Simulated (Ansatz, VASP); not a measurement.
**Pt: VASP beside Ansatz**

```
Pt
1.0
    -0.19468    1.81049    1.81049
     1.81049   -0.19468    1.81049
     1.81049    1.81049   -0.19468
Pt
1
Direct
  0.00000 0.00000 0.00000
```

Change from the starting cell: equal engineering shear yz, xz and xy -0.1000, equal normal strain along x, y and z -0.0200.

Alike in both runs: task single point; functional LDA; k mesh 20 × 20 × 20; occupations gaussian, width 0.15 eV; no spin polarisation.

|  | VASP | Ansatz |
| --- | --- | --- |
| version | VASP 6.6.1 | Ansatz 0.2.0 |
| potentials or method | VASP PAW LDA potentials, release 64 (Pt), cutoff 520 eV | scalar-relativistic, plane waves, PAW |
| valence electrons in the cell | 10 | 18 |

|  | VASP | Ansatz | Ansatz less VASP |
| --- | --- | --- | --- |
| gap on the k mesh at the Fermi level (eV) | none | none | - |
| pressure (GPa) | 35.7 | 34.5 | -1.23 |
| traceless stress, the component that is largest in VASP (GPa) | 13.81 | 13.66 | -0.147 |

Ansatz warns that its potentials were made for another functional, while VASP's fit it. LDA's correlation is that of Perdew and Zunger in VASP and of Perdew and Wang (1992) in Ansatz. A gap of «none» marks a metal or a gap that the smearing closes. Both programs put the cell under a high pressure, so it lies far from rest at this level. VASP's potentials hold 10 valence electrons a cell and Ansatz's 18, so a difference there can come from the potentials and not from the codes.

Neither program's run includes spin-orbit coupling.
